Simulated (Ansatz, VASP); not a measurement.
**Two plane-wave programs on MgO**

```
Mg O
1.0
     0.00000    2.10850    2.10850
     2.10850    0.00000    2.10850
     2.10850    2.10850    0.00000
Mg O
1 1
Direct
  0.00000 0.00000 0.00000
  0.50000 0.50000 0.50000
```

Alike in both runs: task electric field gradients; functional PBE; k mesh 8 × 8 × 8; occupations fermi-dirac, width 0.02 eV; no spin polarisation.

|  | VASP | Ansatz |
| --- | --- | --- |
| version | VASP 6.6.1 | Ansatz 0.2.0 |
| potentials or method | VASP PAW PBE potentials, release 64 (Mg, O) | plane-wave PAW, scalar-relativistic |
| plane-wave cutoff (eV) | 520 | 420 |
| valence electrons in the cell | 8 | 16 |

```csv
,VASP,Ansatz,Ansatz less VASP
gap on the k mesh at the Fermi level (eV),4.69,4.71,+0.017
pressure (GPa),3.4,4.1,+0.72
```

VASP's potentials hold 8 valence electrons a cell and Ansatz's 16, so a difference there can come from the potentials and not from the codes.
